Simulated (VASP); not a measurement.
Here is a VASP 6.6.1 calculation.

The input INCAR:

```
PREC = Accurate ; ENCUT = 520
EDIFF = 1E-7 ; ISMEAR = 0
SIGMA = 0.15 ; LREAL = F
LASPH = T ; NELM = 60
ALGO = Fast ; ISIF = 2
LWAVE = F ; LCHARG = F
GGA = PE ; NBANDS = 14
```

KPOINTS

```
Automatic mesh
0
Gamma
  18 18 10
```

Contents of POSCAR:

```
TiAl
1.0
    2.8450000000      0.0000000000      0.0000000000
   -1.4225000000      2.4638422738      0.0000000000
    0.0000000000      0.0000000000      4.9273000000
Ti Al
1 1
Direct
    0.0000000000      0.0000000000      0.0000000000
    0.3333333333      0.6666666667      0.5000000000
```

Potentials or basis: VASP PAW PBE potentials, release 64 (Ti_sv, Al).

Run with:

```sh
$ cat potpaw_PBE.64/Ti_sv/POTCAR potpaw_PBE.64/Al/POTCAR > POTCAR
$ mpirun -np 1 vasp_std > vasp.out
```

**Question.** Predict the pressure.

**Answer.** -3.6 GPa.

Stress tensor (GPa, compression positive):
```
 -0.12   0.00   0.00
  0.00  -0.12   0.00
  0.00   0.00 -10.61
```
